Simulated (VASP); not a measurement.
Write the native input for VASP 6.6.1 that does the following.

```yaml
Task: single point
Functional: PBE
Potentials_or_basis: VASP PAW PBE potentials, release 64 (Li_sv, H)
Cutoff: 520 eV
k_mesh: 5 × 5 × 5
Occupations: gaussian, width 0.01 eV
Spin: collinear spin
Starting_moments: "[0.167, 0.167, 0.0, 0.167, 0.167, 0.0, 0.167, 0.167, 0.0, 0.0, 0.0, 0.0, 0.0, 0.0, 0.0] μB"
Dipole_correction: no
Further_INCAR_settings: LREAL = Auto; ALGO = Normal; EDIFF = 1e-06; NBANDS = 32
```

The structure of Li8H7 (a cell with a defect) lies in POSCAR:

```
Li8H7
1.0
    0.0000000000      4.0071000521     -4.0071000521
    4.0071000521      4.0071000521      0.0000000000
    4.0071000521      0.0000000000     -4.0071000521
Li H
8 7
Direct
    0.5043084896      0.4956915104     -0.0043084896
    0.5043084896      0.0043084896     -0.0043084896
    1.0000000000      0.5000000000      0.0000000000
    0.9956915104      0.0043084896     -0.0043084896
    0.5043084896      0.4956915104      0.5043084896
    0.5000000000      0.0000000000      0.5000000000
    0.9956915104      0.4956915104      0.5043084896
    0.9956915104      0.0043084896      0.5043084896
    0.2500000000      0.2500000000      0.2500000000
    0.7500000000      0.7500000000      0.2500000000
    0.7500000000      0.2500000000      0.2500000000
    0.2500000000      0.7500000000      0.7500000000
    0.2500000000      0.2500000000      0.7500000000
    0.7500000000      0.7500000000      0.7500000000
    0.7500000000      0.2500000000      0.7500000000
```

This cell differs from its parent crystal: atoms taken out, then relaxed in part.

One way to write it, as run:

INCAR

```
  ALGO = Normal
  EDIFF = 1E-6
  ENCUT = 520
  GGA = PE
  ISIF = 2
  ISMEAR = 0
  ISPIN = 2
  LASPH = True
  LCHARG = False
  LORBIT = 11
  LREAL = Auto
  LWAVE = False
  MAGMOM = 0.167 0.167 0 0.167 0.167 0 0.167 0.167 0 0 0 0 0 0 0
  NBANDS = 32
  NELM = 150
  PREC = Accurate
  SIGMA = 0.01
```

KPOINTS

```
k-points
0
Gamma
  5 5 5
```

Potentials or basis: VASP PAW PBE potentials, release 64 (Li_sv, H).

Run with:

```console
$ cat potpaw_PBE.64/Li_sv/POTCAR potpaw_PBE.64/H/POTCAR > POTCAR
$ mpirun -np 1 vasp_std > vasp.out
```

Results of the run:

The band gap on the k mesh is zero (filled and empty bands overlap). The net moment is 0.98 μB per cell and the valence electrons inside the program's atomic spheres are Li 2.09, 2.08 (each value once); H 0.54, 0.55 (each value once).

Caveat: the cell differs from its parent crystal (atoms taken out, then relaxed in part).

Wall time 2.6 min on 1 thread of Intel(R) Xeon(R) Platinum 8259CL CPU @ 2.50GHz (Skylake/Cascade Lake), on a shared host, peak memory 0.3 GiB.
